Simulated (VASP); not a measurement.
# GaAs: single point with PBE

**The experiment to reproduce.**

From “Evidence of valence band perturbations in GaAsN/GaAs(001): A combined variable-angle spectroscopic ellipsometry and modulated photoreflectance investigation”, 2008, arxiv:0805.2212, for a bulk crystal of GaAs at 300 K: band gap 1.412 ± 0.01 eV (direct).

GaAs:

```xyz
2
Lattice="0.0000 2.8331 2.8331 2.8331 0.0000 2.8331 2.8331 2.8331 0.0000" Properties=species:S:1:pos:R:3 pbc="T T T"
Ga    0.0000    0.0000    0.0000
As    1.4165    1.4165    1.4165
```

| Quantity | Value |
| --- | --- |
| Program | VASP 6.6.1 |
| Task | single point |
| Functional | PBE |
| Potentials or basis | VASP PAW PBE potentials, release 64 (Ga_d, As) |
| Cutoff | 500 eV |
| k mesh | 8 × 8 × 8 |
| Occupations | gaussian, width 0.01 eV |
| Spin | no spin polarisation |
| Dipole correction | no |
| Further INCAR settings | ALGO = Normal; EDIFF = 1e-06; NBANDS = 16 |

```
Pressure               : 2.9 GPa
Band gap on the k mesh : 0.47 eV, direct
```

Levels at points of the mesh, in eV from the valence-band top:
| k point | band 5 | band 6 | band 7 | band 8 | band 9 | band 10 | band 11 | band 12 | band 13 | band 14 |
| --- | --- | --- | --- | --- | --- | --- | --- | --- | --- | --- |
| (0.00, 0.00, 0.00) | -14.72 | -12.68 | 0.00 | 0.00 | 0.00 | 0.47 | 3.73 | 3.73 | 3.73 | 7.57 |
| (0.50, 0.00, 0.00) | -14.72 | -10.93 | -6.60 | -1.13 | -1.13 | 0.98 | 4.63 | 4.63 | 7.75 | 10.35 |
| (0.50, 0.50, 0.00) | -14.71 | -10.20 | -6.79 | -2.66 | -2.66 | 1.48 | 1.66 | 10.11 | 10.11 | 10.92 |

Run time: 38 s on 1 thread of Intel Xeon 8259CL, with other jobs on the host, peak memory 0.18 GiB.

Measured gap of GaAs: 1.412 eV (direct; 300 K; “Evidence of valence band perturbations in GaAsN/GaAs(001): A combined variable-angle spectroscopic ellipsometry and modulated photoreflectance investigation”, 2008, arxiv:0805.2212). This calculation gives 0.47 eV (-0.94 eV). 3 values of this kind are on record (1.412 to 1.51 eV); this one was drawn at random among those near their median, those with a stated uncertainty first. Spin-orbit coupling on As, Ga is left out. The value is that of PBE, without temperature or zero-point motion. Semilocal functionals fall short of measured gaps as a rule.
